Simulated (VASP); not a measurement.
# Mg7Se (P1) in VASP: relaxation of cell and atoms with PBE

Aim: the relaxation of cell and atoms of Mg7Se with PBE.

Program: VASP 6.6.1. These are calculated values, not measurements. Logs are shortened: lines on timing, memory, paths and dates and some standing lists are left out, and cuts for length are marked.

## 1. The cell of the first run

The typed cell holds 8 atoms: a = 4.599 Å, b = 6.584 Å, c = 6.412 Å, α = 90.38°, β = 88.37°, γ = 89.99°.

## 2. Relaxation of cell and atoms, PBE

Input file INCAR:

```
SYSTEM = Mg7Se
  PREC = Accurate
  ENCUT = 600
  EDIFF = 1E-6
  ISMEAR = 0
  SIGMA = 0.2
  LREAL = .FALSE.
  LASPH = .TRUE.
  NELM = 100
  ALGO = Fast
  ISIF = 3
  LWAVE = .FALSE.
  LCHARG = .FALSE.
  GGA = PE
  IBRION = 2
  NSW = 80
  EDIFFG = -0.025
```

Input file KPOINTS:

```
Automatic mesh
0
G
  6 4 4
  0 0 0
```

Input file POSCAR:

```
Mg7Se
1.0
    0.0003326279      0.0657858504      4.5985295536
    6.5836658222     -0.0216859341      0.0004583688
   -0.0216859341      6.4108231303      0.0906543930
Mg Se
7 1
Direct
    0.0734650471      0.2610704678      0.2698364120
    0.0769029812      0.7360649522      0.7271117382
    0.0765426985      0.7394345075      0.2679464305
    0.1055587960      0.2704977758      0.7303706157
    0.5711718388      0.4996390729      0.9976233175
    0.6012953402      1.0083416228      0.4901884052
    0.6003100891      0.4927747021      0.5040377105
    0.7892724589      0.9921768989      1.0128853704
```

Potentials or basis: VASP PAW PBE potentials, release 64 (Mg, Se).

Command:

```console
$ cat potpaw_PBE.64/Mg/POTCAR potpaw_PBE.64/Se/POTCAR > POTCAR
$ mpirun -np 1 vasp_std > vasp.out
```

OUTCAR:

```text
SYSTEM = Mg7Se
   PREC = Accurate
   ENCUT = 600
   EDIFF = 1E-6
   ISMEAR = 0
   LREAL = .FALSE.
   LASPH = .TRUE.
   NELM = 100
   ISIF = 3
   GGA = PE
   IBRION = 2
   NSW = 80
   EDIFFG = -0.025

 ion  position               nearest neighbor table
   1  0.073  0.261  0.270-   8 2.76   4 2.96   7 3.02   6 3.06   3 3.15   5 3.25   7 3.26   6 3.30
                             5 3.33   3 3.43   4 3.46
   2  0.077  0.736  0.727-   8 2.79   3 2.94   4 3.07   7 3.09   7 3.19   6 3.24   5 3.26   5 3.30
                             6 3.34   3 3.47   4 3.52
   3  0.077  0.739  0.268-   8 2.71   2 2.94   7 3.09   6 3.12   1 3.15   5 3.23   7 3.31   5 3.33
                             6 3.34   1 3.43   2 3.47
   4  0.106  0.270  0.730-   8 2.94   1 2.96   7 3.04   2 3.07   7 3.14   5 3.16   6 3.21   6 3.30
                             5 3.31   1 3.46   2 3.52
   5  0.571  0.500  0.998-   4 3.16   7 3.16   3 3.23   1 3.25   7 3.25   2 3.26   2 3.30   4 3.31
                             3 3.33   1 3.33
   6  0.601  0.008  0.490-   1 3.06   3 3.12   8 3.16   7 3.19   4 3.21   2 3.24   1 3.30   4 3.30
                             3 3.34   2 3.34   7 3.40
   7  0.600  0.493  0.504-   1 3.02   4 3.04   2 3.09   3 3.09   4 3.14   5 3.16   6 3.19   2 3.19
                             5 3.25   1 3.26   3 3.31   6 3.40
   8  0.789  0.992  0.013-   3 2.71   1 2.76   2 2.79   4 2.94   6 3.16

  LATTYP: Found a triclinic cell.
 ALAT       =     7.7833746771
 B/A-ratio  =     0.5908748189
 C/A-ratio  =     0.8458672269
 COS(alpha) =     0.0000948234
 COS(beta)  =     0.0055544147
 COS(gamma) =     0.5674471395

  Lattice vectors:

 A1 = (  -0.0220185620,   6.3450372799,  -4.5078751606)
 A2 = (  -0.0003326279,  -0.0657858504,  -4.5985295536)
 A3 = (  -6.5836658222,   0.0216859341,  -0.0004583688)

Analysis of symmetry for initial positions (statically):
=====================================================================
 Subroutine PRICEL returns:
 Original cell was already a primitive cell.

 Routine SETGRP: Setting up the symmetry group for a
 triclinic supercell.

 Subroutine GETGRP returns: Found  1 space group operations
 (whereof  1 operations were pure point group operations)
 out of a pool of  2 trial point group operations.

The static configuration has the point symmetry C_1 .

Analysis of symmetry for dynamics (positions and initial velocities):
=====================================================================
 Subroutine PRICEL returns:
 Original cell was already a primitive cell.

 Routine SETGRP: Setting up the symmetry group for a
 triclinic supercell.

 Subroutine GETGRP returns: Found  1 space group operations
 (whereof  1 operations were pure point group operations)
 out of a pool of  2 trial point group operations.

The dynamic configuration has the point symmetry C_1 .

 Subroutine INISYM returns: Found  1 space group operations
 (whereof  1 operations are pure point group operations),
 and found     1 'primitive' translations

----------------------------------------------------------------------------------------

                                     Primitive cell

  volume of cell :     194.0474

  direct lattice vectors                    reciprocal lattice vectors
     0.000332628  0.065785850  4.598529554    -0.000025274 -0.003075785  0.217504822
     6.583665822 -0.021685934  0.000458369     0.151892758  0.000514068 -0.000018341
    -0.021685934  6.410823130  0.090654393     0.000514068  0.156019511 -0.002232028

  length of vectors
     4.599000103  6.583701554  6.411500737     0.217526570  0.151893629  0.156036323

  position of ions in fractional coordinates (direct lattice)
     0.073465047  0.261070468  0.269836412
     0.076902981  0.736064952  0.727111738
     0.076542698  0.739434508  0.267946430
     0.105558796  0.270497776  0.730370616
     0.571171839  0.499639073  0.997623318
     0.601295340  0.008341623  0.490188405
     0.600310089  0.492774702  0.504037711
     0.789272459  0.992176899  0.012885370

  ion indices of the primitive-cell ions
   primitive index   ion index
                 1           1
                 2           2
[... 59 lines left out ...]
 [... further k-points ...]
   k-points           NKPTS =     52   k-points in BZ     NKDIM =     52   number of bands    NBANDS=     15
   number of dos      NEDOS =    301   number of ions     NIONS =      8
   total plane-waves  NPLWV = 116640
   dimension x,y,z NGX =    40 NGY =   54 NGZ =   54
   dimension x,y,z NGXF=    80 NGYF=  108 NGZF=  108
   ions per type =               7   1
   NGX,Y,Z   is equivalent  to a cutoff of  14.46, 13.64, 14.00 a.u.
   NGXF,Y,Z  is equivalent  to a cutoff of  28.92, 27.27, 28.00 a.u.
 SYSTEM =  Mg7Se
   PREC   = accura    normal or accurate (medium, high low for compatibility)
   ISTART =      0    job   : 0-new  1-cont  2-samecut
   ICHARG =      2    charge: 1-file 2-atom 10-const
   ISPIN  =      1    spin polarized calculation?
   LNONCOLLINEAR =      F non collinear calculations
   LSORBIT =      F    spin-orbit coupling
   LASPH  =      T    aspherical Exc in radial PAW
   ENCUT  =  600.0 eV  44.10 Ry    6.64 a.u.   9.19 13.15 12.81*2*pi/ulx,y,z
   NELM   =    100;   NELMIN=  2; NELMDL= -5     # of ELM steps
   EDIFF  = 0.1E-05   stopping-criterion for ELM
   LREAL  =      F    real-space projection
   EDIFFG = -.3E-01   stopping-criterion for IOM
   NSW    =     80    number of steps for IOM
   IBRION =      2    ionic relax: 0-MD 1-quasi-New 2-CG
   NFREE  =      1    steps in history (QN), initial steepest desc. (CG)
   ISIF   =      3    stress and relaxation
   ISYM   =      2    0-nonsym 1-usesym 2-fastsym
   POTIM  = 0.5000    time-step for ionic-motion
   TEBEG  =    0.0;   TEEND  =   0.0 temperature during run
   PSTRESS=    0.0 pullay stress
   NELECT =      20.0000    total number of electrons
   NUPDOWN=      -1.0000    fix difference up-down
   EMIN   =  10.00;   EMAX   =-10.00  energy-range for DOS
   EFERMI =   0.00;   METHOD = LEGACY
   ISMEAR =     0;   SIGMA  =   0.20  broadening in eV -4-tet -1-fermi 0-gaus
   EFERMI_NEDOS =   21; number of points for ismear=-14 and -15
   IALGO  =     68    algorithm
   IMIX   =      4    mixing-type and parameters
     AMIX     =   0.40;   BMIX     =  1.00
     AMIX_MAG =   1.60;   BMIX_MAG =  1.00
  volume/ion in A,a.u.               =      24.26       163.69
  Fermi-wavevector in a.u.,A,eV,Ry     =   0.767566  1.450489  8.015969  0.589157
  Thomas-Fermi vector in A             =   1.868150
   LORBIT       =      0    0 simple, 1 ext, 2 COOP (PROOUT), +10 PAW based schemes
   GGA     = PE    functional components
   LHFCALC =     F    Hartree Fock is set to
   AEXX    =    0.0000 exact exchange contribution
   IVDW    =     0    specifies the selected vdW correction
   LEPSILON=     F    determine dielectric tensor
   LRPA    =     F    only Hartree local field effects (RPA)
 conjugate gradient relaxation of ions
 non-spin polarized calculation
 RMM-DIIS sequential band-by-band and
 Gauss-broadening in eV      SIGMA  =   0.20
  energy-cutoff  :      600.00
  volume of cell :      194.05
 maximum number of plane-waves:      6494
 NGX is ok and might be reduce to    40
   NGX = 19   NGY = 27   NGZ = 25

--------------------------------------- Ionic step        1  -------------------------------------------

 number of electron      20.0000001 magnetization

 Free energy of the ion-electron system (eV)
  ---------------------------------------------------
  ext. energy  EPLUGINS =         0.00000000
  ---------------------------------------------------
  free energy    TOTEN  =       -14.97758480 eV

  energy without entropy =      -14.92002818  energy(sigma->0) =      -14.94880649

------------------------ aborting loop because EDIFF is reached ----------------------------------------

  FORCE on cell =-STRESS in cart. coord.  units (eV):
  Direction    XX          YY          ZZ          XY          YZ          ZX
  --------------------------------------------------------------------------------------
  -------------------------------------------------------------------------------------
  Total       -1.3822001     -0.5658311     -0.9233086      0.0829175     -0.5557579     -0.0486535
  in kB      -11.4123126     -4.6718569     -7.6234158      0.6846193     -4.5886862     -0.4017142
  external PRESSURE =      -7.9025284 kB  Pullay stress =       0.0000000 kB
[... 107 lines left out ...]
  FREE ENERGIE OF THE ION-ELECTRON SYSTEM (eV)
  ---------------------------------------------------
  free  energy   TOTEN  =       -15.0682844148 eV

  energy  without entropy=      -15.0072757715  energy(sigma->0) =      -15.03778009

[... ionic steps 4 to 8 ...]

--------------------------------------- Ionic step        9  -------------------------------------------

 number of electron      20.0000000 magnetization

------------------------ aborting loop because EDIFF is reached ----------------------------------------
[... 79 lines left out ...]
--------------------------------------- Ionic step       11  -------------------------------------------

 number of electron      20.0000000 magnetization

 Free energy of the ion-electron system (eV)
  ---------------------------------------------------
  ext. energy  EPLUGINS =         0.00000000
  ---------------------------------------------------
  free energy    TOTEN  =       -15.11066465 eV

  energy without entropy =      -15.04694989  energy(sigma->0) =      -15.07880727

 E-fermi :   2.9355     XC(G=0):  -8.5422

 val. band max:        2.8909894424   @ k =   0.1667   0.0000   0.5000
 cond. band min:       2.9854044388   @ k =   0.1667  -0.2500   0.2500
 fundamental gap:      0.0944149964
 Fermi energy:         2.9354823775

 k-point     1 :       0.0000    0.0000    0.0000
  band No.  band energies     occupation
      1     -10.6342      2.00000
      2      -3.2640      2.00000
      3      -1.9369      2.00000
      4      -1.9314      2.00000
      5      -0.4461      2.00000
      6      -0.1754      2.00000
      7       1.1599      2.00000
      8       1.1656      2.00000
      9       1.5474      2.00000
     10       2.8774      1.31846
     11       3.6041      0.00000
     12       4.4867      0.00000
     13       5.0483      0.00000
     14       5.0555      0.00000
[... 401 lines left out ...]
      2      -2.2681      2.00000
      3      -2.0011      2.00000
      4      -1.7411      2.00000
      5      -0.7717      2.00000
      6      -0.1847      2.00000
      7       0.1315      2.00000
      8       1.1060      2.00000
      9       1.3508      2.00000
     10       1.6434      2.00000
     11       3.1384      0.15133
     12       3.5890      0.00000
     13       3.7139      0.00000
     14       4.7608      0.00000
     15       4.9421      0.00000

 [... further k-points ...]

------------------------ aborting loop because EDIFF is reached ----------------------------------------

  FORCE on cell =-STRESS in cart. coord.  units (eV):
  Direction    XX          YY          ZZ          XY          YZ          ZX
  --------------------------------------------------------------------------------------
  -------------------------------------------------------------------------------------
  Total       -0.0651134     -0.0203450     -0.0570633     -0.0156090     -0.0151590      0.0415305
  in kB       -0.5560409     -0.1737380     -0.4872966     -0.1332944     -0.1294510      0.3546531
  external PRESSURE =      -0.4056918 kB  Pullay stress =       0.0000000 kB
[... 23 lines left out ...]
  FREE ENERGIE OF THE ION-ELECTRON SYSTEM (eV)
  ---------------------------------------------------
  free  energy   TOTEN  =       -15.1106646475 eV

  energy  without entropy=      -15.0469498883  energy(sigma->0) =      -15.07880727

 reached required accuracy - stopping structural energy minimisation
```

It took 23 min on 1 thread of Oxide Virtual Turin-like, shared host; peak memory 0.45 GiB.

What came out:

```yaml
Free_energy: -15.1107 eV
Relaxed_volume: 23.45 Å³/atom
Relaxed_cell: a = 4.561 Å, b = 6.418 Å, c = 6.410 Å, α = 89.95°, β = 89.85°, γ = 90.11°
Space_group_after_relaxing_to_0.1_Å: P4mm (No. 99)
Energy_gained_by_relaxing: 16.6 meV/atom
Ionic_steps: 11
Pressure_after_relaxing: 0.0 GPa
Largest_force_after_relaxing: 0.020 eV/Å
Band_gap_on_the_k_mesh: zero (bands 10 and 11 overlap by 1.89 eV)
```

Forces in eV/Å, atoms in the order of the input:
```
Mg   0.006 -0.010  0.004
Mg   0.011  0.007  0.002
Mg   0.002 -0.003  0.001
Mg   0.000 -0.004  0.019
Mg  -0.005  0.009 -0.011
Mg   0.000  0.019 -0.001
Mg  -0.005 -0.010  0.001
Se  -0.009 -0.009 -0.014
```

Step by step:
```tsv
step	energy change (eV)	largest force (eV/Å)	pressure (GPa)	volume (Å³)
1	0.0000	0.5280	-0.79	194.05
2	-0.0522	0.4275	-0.28	190.70
3	-0.0907	0.2756	1.02	183.84
4	-0.1198	0.1610	0.42	186.26
5	-0.1222	0.1284	0.21	187.19
6	-0.1273	0.0734	-0.05	188.30
7	-0.1281	0.0601	-0.22	189.02
8	-0.1304	0.0481	-0.04	188.01
9	-0.1308	0.0480	0.05	187.42
10	-0.1319	0.0361	0.03	187.48
11	-0.1331	0.0198	-0.04	187.62
```

Final structure:
```cif
data_structure
_symmetry_space_group_name_H-M 'P 1'
_symmetry_Int_Tables_number 1
_cell_length_a 4.5610
_cell_length_b 6.4176
_cell_length_c 6.4098
_cell_angle_alpha 89.953
_cell_angle_beta 89.849
_cell_angle_gamma 90.108
_cell_volume 187.62
loop_
_atom_site_label
_atom_site_type_symbol
_atom_site_fract_x
_atom_site_fract_y
_atom_site_fract_z
_atom_site_occupancy
Mg1 Mg 0.08652 0.26154 0.26205 1
Mg2 Mg 0.08524 0.73882 0.73803 1
Mg3 Mg 0.08747 0.73797 0.26093 1
Mg4 Mg 0.08351 0.26114 0.73910 1
Mg5 Mg 0.58799 0.50065 0.99975 1
Mg6 Mg 0.58740 0.99998 0.49692 1
Mg7 Mg 0.59336 0.50009 0.50078 1
Se1 Se 0.78304 0.99980 0.00243 1
```

The gap in the log of VASP goes by the Fermi energy; the results here count the filled bands.